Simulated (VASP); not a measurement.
Write the native input for VASP 6.6.1 that does the following.

| Item | Value |
| --- | --- |
| Task | single point |
| Functional | PBE |
| Potentials or basis | VASP PAW PBE potentials, release 64 (Sn_d, Te) |
| Cutoff | 520 eV |
| k mesh | 10 × 10 × 10 |
| Occupations | gaussian, width 0.03 eV |
| Spin | no spin polarisation |
| Dipole correction | no |
| Further INCAR settings | ALGO = Normal; EDIFF = 1e-07; NBANDS = 17 |

The structure of SnTe lies in POSCAR:

```
SnTe
1.0
    0.0000000000      3.2327813382      3.2327813382
    3.2327813382      0.0000000000      3.2327813382
    3.2327813382      3.2327813382      0.0000000000
Sn Te
1 1
Direct
    0.0086084016     -0.0086084016     -0.0086084016
    0.4919913530      0.5080086470      0.5080086470
```

This cell differs from its parent crystal: atoms displaced along a vibrational mode, the cell strained.

One way to write it, as run:

INCAR

```
PREC = Accurate
ENCUT = 520
EDIFF = 1E-7
ISMEAR = 0
SIGMA = 0.03
LREAL = F
LASPH = T
NELM = 100
ALGO = Normal
ISIF = 2
LWAVE = F
LCHARG = F
GGA = PE
NBANDS = 17
```

KPOINTS

```
regular mesh
0
Gamma
  10 10 10
```

Potentials or basis: VASP PAW PBE potentials, release 64 (Sn_d, Te).

Launch:

```bash
$ cat potpaw_PBE.64/Sn_d/POTCAR potpaw_PBE.64/Te/POTCAR > POTCAR
$ mpirun -np 1 vasp_std > vasp.out
```

It gave:

```yaml
Pressure: -0.9 GPa
Largest_force: 0.027 eV/Å
Band_gap_on_the_k_mesh: 0.29 eV
```

Caveat: the cell differs from its parent crystal (atoms displaced along a vibrational mode, the cell strained); semilocal functionals underestimate gaps, and a narrow one can read as zero; spin-orbit coupling is left out, which moves the levels of the heavy elements.

Run time: 56 s on 1 thread of Intel(R) Xeon(R) 6975P-C (Granite Rapids) (shared host), peak memory 0.27 GiB.
